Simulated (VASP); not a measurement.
In2SiS:

```
In Si S
1.0
     6.49970    0.00000    0.00000
     0.00000    7.71432    0.00000
     0.00000    0.00000    4.14697
In Si S
4 2 2
Direct
  0.40948 0.62998 0.00000
  0.59052 0.37002 0.00000
  0.09052 0.12998 0.00000
  0.90948 0.87002 0.00000
  0.00000 0.00000 0.50000
  0.50000 0.50000 0.50000
  0.00000 0.50000 0.00000
  0.50000 0.00000 0.00000
```

The cell was built from a structure type or drawn by symmetry, and may not be a known phase.

* Program: VASP 6.6.1
* Task: relaxation of cell and atoms
* Functional: PBE
* Potentials or basis: VASP PAW PBE potentials, release 64 (In_d, Si, S)
* Cutoff: 500 eV
* k mesh: 2 × 2 × 3
* Occupations: gaussian, width 0.15 eV
* Spin: no spin polarisation

At the start: pressure 14.9 GPa; volume 25.99 Å³/atom.

Task: Where does the relaxation end?

Result: Over 19 steps the energy falls by 892.7 meV/atom and the volume is 27.00 Å³/atom (+3.9 %); space group Pbam (No. 55, to 0.1 Å) before and after.

Step by step:
```csv
step,energy change (eV),largest force (eV/Å),pressure (GPa),volume (Å³)
1,0.0000,9.2325,14.94,207.93
2,-5.3300,0.2842,-5.28,288.78
3,-6.0703,0.8109,-2.53,255.54
4,-6.0731,0.7321,-2.76,257.16
5,-6.5070,0.6420,-1.33,240.68
6,-6.6375,0.4713,0.44,228.17
7,-6.6377,0.4559,0.60,227.26
8,-6.7109,0.3219,0.35,227.89
9,-6.7869,0.4422,-0.22,229.37
10,-6.8642,0.3814,-0.61,228.71
11,-6.9871,0.2595,-1.51,226.32
12,-7.0450,0.2380,-0.78,220.14
13,-7.0679,0.2593,0.13,213.76
14,-7.0978,0.1841,0.30,213.17
15,-7.1125,0.1285,0.59,212.31
16,-7.1232,0.1169,0.04,215.01
17,-7.1246,0.1206,-0.23,216.47
18,-7.1318,0.0911,-0.21,216.36
19,-7.1418,0.0146,-0.14,216.00
```

Final structure:
```cif
data_structure
_symmetry_space_group_name_H-M 'P 1'
_symmetry_Int_Tables_number 1
_cell_length_a 7.1318
_cell_length_b 7.2375
_cell_length_c 4.1847
_cell_angle_alpha 90.000
_cell_angle_beta 90.000
_cell_angle_gamma 90.000
_cell_volume 216.00
loop_
_atom_site_label
_atom_site_type_symbol
_atom_site_fract_x
_atom_site_fract_y
_atom_site_fract_z
_atom_site_occupancy
In1 In 0.32847 0.67448 0.00000 1
In2 In 0.67153 0.32552 0.00000 1
In3 In 0.17153 0.17448 0.00000 1
In4 In 0.82847 0.82552 0.00000 1
Si1 Si 0.00000 0.00000 0.50000 1
Si2 Si 0.50000 0.50000 0.50000 1
S1 S 0.00000 0.50000 0.00000 1
S2 S 0.50000 0.00000 0.00000 1
```

Caveat: the k points lie up to 0.50 Å⁻¹ apart in the final cell.
